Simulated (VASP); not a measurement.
# CdS (F-43m) in VASP: further runs

Runs on CdS. Level: PBEsol. Tasks: relaxation of cell and atoms.

All numbers are computed with VASP 6.6.1; they aren't measurements. Logs are shortened: lines on timing, memory, paths and dates and some standing lists are left out, and cuts for length are marked.

## Step 1: The cell of the first run

It takes space group F-43m (No. 216, cubic). The conventional cell has a = 5.825 Å, b = 5.825 Å, c = 5.825 Å, α = 90.00°, β = 90.00°, γ = 90.00°. Cd (site symmetry -43m) has 4 S at 2.52 Å within 3.3 Å. Within 3.3 Å of S (site symmetry -43m) lie 4 Cd at 2.52 Å.

## Step 2: Relaxation of cell and atoms, PBEsol, target pressure 2 GPa, at which the enthalpy is minimised

Input file INCAR:

```
ALGO = Normal ; EDIFF = 1E-6
EDIFFG = -0.002 ; ENCUT = 600
GGA = PS ; IBRION = 2
ISIF = 3 ; ISMEAR = 0
LASPH = T ; LCHARG = F
LREAL = F ; LWAVE = F
NELM = 60 ; NSW = 100
PREC = Accurate ; PSTRESS = 20.0
SIGMA = 0.01
```

Input file KPOINTS:

```
k-points
0
Gamma
  8 8 8
```

Input file POSCAR:

```
CdS
1.0
    2.9122860629      2.9122860629      0.0000000000
   -2.9122860629      2.9122860629      0.0000000000
    0.0000000000      2.9122860629      2.9122860629
Cd S
1 1
Direct
    0.0000000000      0.0000000000      0.0000000000
    0.7500000000      0.2500000000      0.5000000000
```

Potentials or basis: VASP PAW PBE potentials, release 64 (Cd, S).

Started as:

```sh
$ cat potpaw_PBE.64/Cd/POTCAR potpaw_PBE.64/S/POTCAR > POTCAR
$ mpirun -np 1 vasp_std > vasp.out
```

OUTCAR:

```text
EDIFF = 1E-6
   EDIFFG = -0.002
   ENCUT = 600
   GGA = PS
   IBRION = 2
   ISIF = 3
   ISMEAR = 0
   LASPH = T
   LREAL = F
   NELM = 60
   NSW = 100
   PREC = Accurate
   PSTRESS = 20.0

 ion  position               nearest neighbor table
   1  0.000  0.000  0.000-   2 2.52   2 2.52   2 2.52   2 2.52
   2  0.750  0.250  0.500-   1 2.52   1 2.52   1 2.52   1 2.52

  LATTYP: Found a face centered cubic cell.
 ALAT       =     5.8245721258

  Lattice vectors:

 A1 = (   0.0000000000,   2.9122860629,   2.9122860629)
 A2 = (   2.9122860629,   0.0000000000,   2.9122860629)
 A3 = (   2.9122860629,   2.9122860629,   0.0000000000)

Analysis of symmetry for initial positions (statically):
=====================================================================
 Subroutine PRICEL returns:
 Original cell was already a primitive cell.

 Routine SETGRP: Setting up the symmetry group for a
 face centered cubic supercell.

 Subroutine GETGRP returns: Found 24 space group operations
 (whereof 24 operations were pure point group operations)
 out of a pool of 48 trial point group operations.

The static configuration has the point symmetry T_d .

Analysis of symmetry for dynamics (positions and initial velocities):
=====================================================================
 Subroutine PRICEL returns:
 Original cell was already a primitive cell.

 Routine SETGRP: Setting up the symmetry group for a
 face centered cubic supercell.

 Subroutine GETGRP returns: Found 24 space group operations
 (whereof 24 operations were pure point group operations)
 out of a pool of 48 trial point group operations.

The dynamic configuration has the point symmetry T_d .

 Subroutine INISYM returns: Found 24 space group operations
 (whereof 24 operations are pure point group operations),
 and found     1 'primitive' translations

----------------------------------------------------------------------------------------

                                     Primitive cell

  volume of cell :      49.4006

  direct lattice vectors                    reciprocal lattice vectors
     2.912286063  2.912286063  0.000000000     0.171686431  0.171686431 -0.171686431
    -2.912286063  2.912286063  0.000000000    -0.171686431  0.171686431 -0.171686431
     0.000000000  2.912286063  2.912286063     0.000000000  0.000000000  0.343372862

[... 100 lines left out ...]
   IALGO  =     38    algorithm
   IMIX   =      4    mixing-type and parameters
     AMIX     =   0.40;   BMIX     =  1.00
     AMIX_MAG =   1.60;   BMIX_MAG =  1.00
  volume/ion in A,a.u.               =      24.70       166.69
  Fermi-wavevector in a.u.,A,eV,Ry     =   1.169288  2.209635 18.602366  1.367235
  Thomas-Fermi vector in A             =   2.305763
   LORBIT       =      0    0 simple, 1 ext, 2 COOP (PROOUT), +10 PAW based schemes
   GGA     = PS    functional components
   LHFCALC =     F    Hartree Fock is set to
   AEXX    =    0.0000 exact exchange contribution
   IVDW    =     0    specifies the selected vdW correction
   LEPSILON=     F    determine dielectric tensor
   LRPA    =     F    only Hartree local field effects (RPA)
 conjugate gradient relaxation of ions
 non-spin polarized calculation
 Gauss-broadening in eV      SIGMA  =   0.01
  energy-cutoff  :      600.00
  volume of cell :       49.40
 maximum number of plane-waves:      1676
 NGX is ok and might be reduce to    36
   NGX = 17   NGY = 17   NGZ = 17

--------------------------------------- Ionic step        1  -------------------------------------------

 number of electron      18.0000000 magnetization

 Free energy of the ion-electron system (eV)
  ---------------------------------------------------
  ext. energy  EPLUGINS =         0.00000000
  ---------------------------------------------------
  free energy    TOTEN  =        -6.81328351 eV

  energy without entropy =       -6.81328351  energy(sigma->0) =       -6.81328351

------------------------ aborting loop because EDIFF is reached ----------------------------------------

  FORCE on cell =-STRESS in cart. coord.  units (eV):
  Direction    XX          YY          ZZ          XY          YZ          ZX
  --------------------------------------------------------------------------------------
  -------------------------------------------------------------------------------------
  Total        0.1111642      0.1111642      0.1111642      0.0000000      0.0000000      0.0000000
  in kB        3.6053167      3.6053167      3.6053167      0.0000000      0.0000000      0.0000000
  external PRESSURE =     -16.3946833 kB  Pullay stress =      20.0000000 kB
[... 253 lines left out ...]
--------------------------------------- Ionic step        8  -------------------------------------------

 number of electron      18.0000001 magnetization

 Free energy of the ion-electron system (eV)
  ---------------------------------------------------
  ext. energy  EPLUGINS =         0.00000000
  ---------------------------------------------------
  free energy    TOTEN  =        -6.80459735 eV

  energy without entropy =       -6.80459735  energy(sigma->0) =       -6.80459735

 E-fermi :   1.5583     XC(G=0):  -9.5148

 val. band max:        1.4660193939   @ k =   0.0000   0.0000   0.0000
 cond. band min:       2.5340389322   @ k =   0.0000   0.0000   0.0000
 fundamental gap:      1.0680195383
 Fermi energy:         1.5583058989

 k-point     1 :       0.0000    0.0000    0.0000
  band No.  band energies     occupation
      1     -11.1033      2.00000
      2      -6.3779      2.00000
      3      -6.3779      2.00000
      4      -6.3779      2.00000
      5      -5.8487      2.00000
      6      -5.8487      2.00000
      7       1.4660      2.00000
      8       1.4660      2.00000
      9       1.4660      2.00000
     10       2.5340      0.00000
     11       7.9009      0.00000
     12       7.9009      0.00000
     13       7.9009      0.00000
[... 354 lines left out ...]
  band No.  band energies     occupation
      1     -10.5653      2.00000
      2      -6.2012      2.00000
      3      -6.1574      2.00000
      4      -5.8806      2.00000
      5      -5.8201      2.00000
      6      -5.3162      2.00000
      7      -2.8843      2.00000
      8      -0.6044      2.00000
      9       0.1536      2.00000
     10       5.8349      0.00000
     11       7.1353      0.00000
     12       8.6460      0.00000
     13       9.7846      0.00000

 [... further k-points ...]

------------------------ aborting loop because EDIFF is reached ----------------------------------------

  FORCE on cell =-STRESS in cart. coord.  units (eV):
  Direction    XX          YY          ZZ          XY          YZ          ZX
  --------------------------------------------------------------------------------------
  -------------------------------------------------------------------------------------
  Total        0.6018088      0.6018088      0.6018088     -0.0000000     -0.0000000      0.0000000
  in kB       20.0042621     20.0042621     20.0042621     -0.0000000     -0.0000000      0.0000000
  external PRESSURE =       0.0042621 kB  Pullay stress =      20.0000000 kB
[... 21 lines left out ...]
  energy  without entropy=       -6.8045973537  energy(sigma->0) =       -6.80459735

  enthalpy is  TOTEN    =        -6.2029167951 eV   P V=        0.6016805586

 reached required accuracy - stopping structural energy minimisation
```

Run time: 2 min. Hardware: 1 thread of Intel Xeon 8259CL, shared host; peak memory 0.23 GiB.

What came out:

| Property | Result |
| --- | --- |
| Free energy | -6.8046 eV |
| Relaxed volume | 24.10 Å³/atom |
| Relaxed cell | a = 4.085 Å, b = 4.085 Å, c = 4.085 Å, α = 60.00°, β = 60.00°, γ = 90.00° |
| Space group after relaxing (to 0.1 Å) | F-43m (No. 216) |
| Energy change on relaxing (the run minimises the enthalpy) | +4.3 meV/atom |
| Ionic steps | 8 |
| Pressure after relaxing | 2.0 GPa |
| Band gap on the k mesh | 1.07 eV |

Step by step:
| step | energy change (eV) | largest force (eV/Å) | pressure (GPa) | volume (Å³) |
| --- | --- | --- | --- | --- |
| 1 | 0.0000 | 0.0000 | 0.36 | 49.40 |
| 2 | 0.0176 | 0.0000 | 2.88 | 47.62 |
| 3 | 0.0087 | 0.0000 | 1.97 | 48.20 |
| 4 | 0.0090 | 0.0000 | 2.02 | 48.17 |
| 5 | 0.0087 | 0.0000 | 2.02 | 48.20 |
| 6 | 0.0080 | 0.0000 | 1.90 | 48.26 |
| 7 | 0.0086 | 0.0000 | 1.96 | 48.21 |
| 8 | 0.0087 | 0.0000 | 2.00 | 48.20 |

Final structure:
```
Cd S
1.0
     2.88850    2.88850    0.00000
    -2.88850    2.88850    0.00000
     0.00000    2.88850    2.88850
Cd S
1 1
Direct
  0.00000 0.00000 0.00000
  0.75000 0.25000 0.50000
```

Caveat: the cell is relaxed towards a set pressure, so the run minimises the enthalpy, not the energy; the PAW data sets were made with another functional, which shifts forces and pressure a little.

## Step 3: Relaxation of cell and atoms, PBEsol, target pressure 4 GPa, at which the enthalpy is minimised

Input file INCAR:

```
SYSTEM = CdS
  ALGO = Normal
  EDIFF = 1E-6
  EDIFFG = -0.002
  ENCUT = 600
  GGA = PS
  IBRION = 2
  ISIF = 3
  ISMEAR = 0
  LASPH = .True.
  LCHARG = .False.
  LREAL = .False.
  LWAVE = .False.
  NELM = 100
  NSW = 100
  PREC = Accurate
  PSTRESS = 40.0
  SIGMA = 0.01
```

Input file KPOINTS:

```
k-points
0
Gamma
  8 8 8
  0 0 0
```

POSCAR is that of step 2.

Potentials or basis: VASP PAW PBE potentials, release 64 (Cd, S).

Started as:

```sh
$ cat potpaw_PBE.64/Cd/POTCAR potpaw_PBE.64/S/POTCAR > POTCAR
$ mpirun -np 1 vasp_std > vasp.out
```

It took 72 s on 1 thread of Intel Xeon 8259CL, shared host; peak memory 0.22 GiB.

Results (log left out):

```
Free energy                                                : -6.7811 eV
Relaxed volume                                             : 23.47 Å³/atom
Relaxed cell                                               : a = 4.049 Å, b = 4.049 Å, c = 4.049 Å, α = 60.00°, β = 60.00°, γ = 90.00°
Space group after relaxing (to 0.1 Å)                      : F-43m (No. 216)
Energy change on relaxing (the run minimises the enthalpy) : +16.1 meV/atom
Ionic steps                                                : 3
Pressure after relaxing                                    : 4.0 GPa
Band gap on the k mesh                                     : 1.12 eV
```

Step by step:
```
step  energy change (eV)  largest force (eV/Å)  pressure (GPa)  volume (Å³)
   1              0.0000                0.0000            0.36        49.40
   2              0.0795                0.0000            6.65        45.50
   3              0.0322                0.0000            3.99        46.93
```

Final structure:
```
Cd S
1.0
     2.86298    2.86298    0.00000
    -2.86298    2.86298    0.00000
     0.00000    2.86298    2.86298
Cd S
1 1
Direct
  0.00000 0.00000 0.00000
  0.75000 0.25000 0.50000
```

Levels at points of the mesh, in eV from the valence-band top:
```csv
k point,band 7,band 8,band 9,band 10,band 11,band 12
"(0.00, 0.00, 0.00)",0.00,0.00,0.00,1.12,6.42,6.42
"(0.50, 0.00, 0.00)",-4.84,-0.85,-0.85,2.96,6.90,6.90
"(0.50, 0.50, 0.00)",-4.27,-2.12,-2.12,3.29,4.30,9.32
```

Caveat: the cell is relaxed towards a set pressure, so the run minimises the enthalpy, not the energy; the PAW data sets were made with another functional, which shifts forces and pressure a little.

## Step 4: Relaxation of cell and atoms, PBEsol, target pressure 7 GPa, at which the enthalpy is minimised

Input file INCAR:

```
SYSTEM = CdS
  ALGO = Normal
  EDIFF = 1E-6
  EDIFFG = -0.002
  ENCUT = 600
  GGA = PS
  IBRION = 2
  ISIF = 3
  ISMEAR = 0
  LASPH = .TRUE.
  LCHARG = .FALSE.
  LREAL = .FALSE.
  LWAVE = .FALSE.
  NELM = 60
  NSW = 100
  PREC = Accurate
  PSTRESS = 70.0
  SIGMA = 0.01
```

Input file KPOINTS:

```
k-points
0
G
  8 8 8
  0 0 0
```

POSCAR is that of step 3.

Started as:

```sh
$ cat potpaw_PBE.64/Cd/POTCAR potpaw_PBE.64/S/POTCAR > POTCAR
$ mpirun -np 1 vasp_std > vasp.out
```

Wall time 2.5 min (1 thread of Intel Xeon 8259CL, shared host); peak memory 0.22 GiB.

Results (log left out):

| Property | Result |
| --- | --- |
| Free energy | -6.7262 eV |
| Relaxed volume | 22.66 Å³/atom |
| Relaxed cell | a = 4.002 Å, b = 4.002 Å, c = 4.002 Å, α = 60.00°, β = 60.00°, γ = 90.00° |
| Space group after relaxing (to 0.1 Å) | F-43m (No. 216) |
| Energy change on relaxing (the run minimises the enthalpy) | +43.5 meV/atom |
| Ionic steps | 12 |
| Pressure after relaxing | 7.0 GPa |
| Band gap on the k mesh | 1.19 eV |

The path:
```tsv
step	energy change (eV)	largest force (eV/Å)	pressure (GPa)	volume (Å³)
1	0.0000	0.0000	0.36	49.40
2	0.2721	0.0000	13.95	42.44
3	0.0858	0.0000	6.94	45.35
4	0.0893	0.0000	7.12	45.27
5	0.0850	0.0000	6.90	45.37
6	0.0873	0.0000	6.97	45.31
7	0.0877	0.0000	7.02	45.31
8	0.0875	0.0000	7.05	45.31
9	0.0874	0.0000	7.03	45.31
10	0.0873	0.0000	7.02	45.31
11	0.0873	0.0000	7.02	45.32
12	0.0871	0.0000	7.00	45.32
```

Final structure:
```
Cd S
1.0
     2.82978    2.82978    0.00000
    -2.82978    2.82978    0.00000
     0.00000    2.82978    2.82978
Cd S
1 1
Direct
  0.00000 0.00000 0.00000
  0.75000 0.25000 0.50000
```

Levels at points of the mesh, in eV from the valence-band top:
```tsv
k point	band 6	band 7	band 8	band 9	band 10	band 11	band 12	band 13
(0.00, 0.00, 0.00)	-7.50	0.00	0.00	0.00	1.19	6.40	6.40	6.40
(0.50, 0.00, 0.00)	-7.04	-5.08	-0.91	-0.91	3.00	6.89	6.89	7.57
(0.50, 0.50, 0.00)	-6.97	-4.44	-2.26	-2.26	3.22	4.31	9.49	11.21
```

Caveat: the cell is relaxed towards a set pressure, so the run minimises the enthalpy, not the energy; the PAW data sets were made with another functional, which shifts forces and pressure a little.

## Step 5: Relaxation of cell and atoms, PBEsol, target pressure 10 GPa, at which the enthalpy is minimised

Input file INCAR:

```
SYSTEM = CdS
ALGO = Normal
EDIFF = 1E-6
EDIFFG = -0.002
ENCUT = 600
GGA = PS
IBRION = 2
ISIF = 3
ISMEAR = 0
LASPH = .True.
LCHARG = .False.
LREAL = .False.
LWAVE = .False.
NELM = 100
NSW = 100
PREC = Accurate
PSTRESS = 100.0
SIGMA = 0.01
```

Input file KPOINTS:

```
k-points
0
Gamma
  8 8 8
  0 0 0
```

POSCAR is that of step 4.

Started as:

```sh
$ cat potpaw_PBE.64/Cd/POTCAR potpaw_PBE.64/S/POTCAR > POTCAR
$ mpirun -np 1 vasp_std > vasp.out
```

Run time: 1.9 min. Hardware: 1 thread of Intel Xeon 8259CL, shared host; peak memory 0.22 GiB.

The run converged. Its results:

* Free energy: -6.6542 eV
* Relaxed volume: 21.98 Å³/atom
* Relaxed cell: a = 3.961 Å, b = 3.961 Å, c = 3.961 Å, α = 60.00°, β = 60.00°, γ = 90.00°
* Space group after relaxing (to 0.1 Å): F-43m (No. 216)
* Energy change on relaxing (the run minimises the enthalpy): +79.5 meV/atom
* Ionic steps: 7
* Pressure after relaxing: 10.0 GPa
* Band gap on the k mesh: 1.25 eV

Step by step:
| step | energy change (eV) | largest force (eV/Å) | pressure (GPa) | volume (Å³) |
| --- | --- | --- | --- | --- |
| 1 | 0.0000 | 0.0000 | 0.36 | 49.40 |
| 2 | 0.6116 | 0.0000 | 23.90 | 39.52 |
| 3 | 0.1534 | 0.0000 | 9.79 | 44.05 |
| 4 | 0.1598 | 0.0000 | 10.06 | 43.94 |
| 5 | 0.1569 | 0.0000 | 9.91 | 43.99 |
| 6 | 0.1587 | 0.0000 | 9.97 | 43.96 |
| 7 | 0.1591 | 0.0000 | 10.01 | 43.96 |

Final structure:
```yaml
crystal:
  lattice:
    - [2.80110, 2.80110, 0.00000]
    - [-2.80110, 2.80110, 0.00000]
    - [0.00000, 2.80110, 2.80110]
  atoms:
    - { symbol: Cd, position: [0.00000, 0.00000, 0.00000] }
    - { symbol: S, position: [0.75000, 0.25000, 0.50000] }
```

Levels at points of the mesh, in eV from the valence-band top:
| k point | band 7 | band 8 | band 9 | band 10 | band 11 | band 12 |
| --- | --- | --- | --- | --- | --- | --- |
| (0.00, 0.00, 0.00) | 0.00 | 0.00 | 0.00 | 1.25 | 6.37 | 6.37 |
| (0.50, 0.00, 0.00) | -5.30 | -0.96 | -0.96 | 3.03 | 6.87 | 6.87 |
| (0.50, 0.50, 0.00) | -4.58 | -2.38 | -2.38 | 3.15 | 4.32 | 9.64 |

Caveat: the cell is relaxed towards a set pressure, so the run minimises the enthalpy, not the energy; the PAW data sets were made with another functional, which shifts forces and pressure a little.

## Step 6: Overview

```csv
cell,gap on the mesh (eV),pressure (GPa)
relaxed to 2 GPa,1.07,2.0
relaxed to 4 GPa,1.12,4.0
relaxed to 7 GPa,1.19,7.0
relaxed to 10 GPa,1.25,10.0
```

Alike in all rows: task relaxation of cell and atoms; level PBEsol; potentials or basis VASP PAW PBE potentials, release 64 (Cd, S); no spin polarisation; k mesh 8 × 8 × 8; cutoff (eV) 600; smearing gaussian 0.01 eV.

Caveats: the cell is relaxed towards a set pressure, so the run minimises the enthalpy, not the energy; the PAW data sets were made with another functional, which shifts forces and pressure a little.

Absolute energies hang on the potentials; compare differences alone.
